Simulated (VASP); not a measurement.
Input of a VASP 6.6.1 run:

Contents of INCAR:

```
PREC = Accurate ; ENCUT = 520
EDIFF = 1E-6 ; ISMEAR = 0
SIGMA = 0.1 ; LREAL = False
LASPH = True ; NELM = 80
ALGO = Fast ; ISIF = 2
LWAVE = False ; LCHARG = False
GGA = PE ; NBANDS = 19
```

File KPOINTS:

```
regular mesh
0
Gamma
  14 14 10
```

Contents of POSCAR:

```
Ti
1.0
    2.0560175141      2.0560175141      0.0000000000
   -2.0560175141      2.0560175141      0.0000000000
    0.0000000000      0.0000000000      4.1120350282
Ti
2
Direct
    0.0000000000      0.0000000000      0.0000000000
    0.5000000000      0.5000000000      0.5000000000
```

Potentials or basis: VASP PAW PBE potentials, release 64 (Ti_sv).

Launch:

```sh
$ cat potpaw_PBE.64/Ti_sv/POTCAR > POTCAR
$ mpirun -np 1 vasp_std > vasp.out
```

(1) Estimate the pressure.

(2) Predict the band gap on the k mesh.

Answers

(1) -0.3 GPa.

(2) zero (band 12 reaches 9.08 eV, above the bottom of band 13 at 7.82 eV).
